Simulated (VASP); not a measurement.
# HfB2: single point with PBE+D3(BJ)

HfB2:

```
Hf B
1.0
     3.12176    0.00000    0.00000
    -1.56088    2.70352    0.00000
     0.00000    0.00000    3.45631
Hf B
1 2
Direct
  0.00000 0.00000 0.00000
  0.33333 0.66667 0.50000
  0.66667 0.33333 0.50000
```

- Program: VASP 6.6.1
- Task: single point
- Functional: PBE
- Dispersion: D3(BJ)
- Potentials or basis: VASP PAW PBE potentials, release 64 (Hf_pv, B)
- Cutoff: 520 eV
- k mesh: 12 × 12 × 10
- Occupations: fermi-dirac, width 0.1 eV
- Spin: no spin polarisation

```
Pressure                   : -0.3 GPa
Band gap on the k mesh     : zero (band 8 reaches 8.58 eV, above the bottom of band 9 at 7.24 eV)
Dispersion energy per atom : -0.369 eV
```

Stress tensor (GPa, compression positive):
```
-0.43  0.00  0.00
 0.00 -0.43  0.00
 0.00  0.00 -0.10
```

Levels at points of the mesh, in eV from the Fermi level:
```tsv
k point	band 5	band 6	band 7	band 8	band 9	band 10	band 11	band 12
(0.00, 0.00, 0.00)	-3.14	-3.03	-3.03	-2.86	4.03	4.03	4.68	4.68
(0.50, 0.00, 0.00)	-9.16	-4.28	-3.55	-3.01	2.06	2.70	5.63	5.76
(0.00, 0.00, 0.50)	-8.53	-1.30	-1.30	0.22	0.22	0.93	0.93	2.21
(0.50, 0.00, 0.50)	-7.62	-5.13	-4.86	-2.73	4.01	4.19	6.31	7.31
```

Wall time 25 s on 1 thread of Intel(R) Xeon(R) Platinum 8488C (Sapphire Rapids) (shared host), peak memory 0.19 GiB.

Caveat: spin-orbit coupling is left out, which moves the levels of the heavy elements; pairwise dispersion overbinds metals, which lowers pressure and volume.
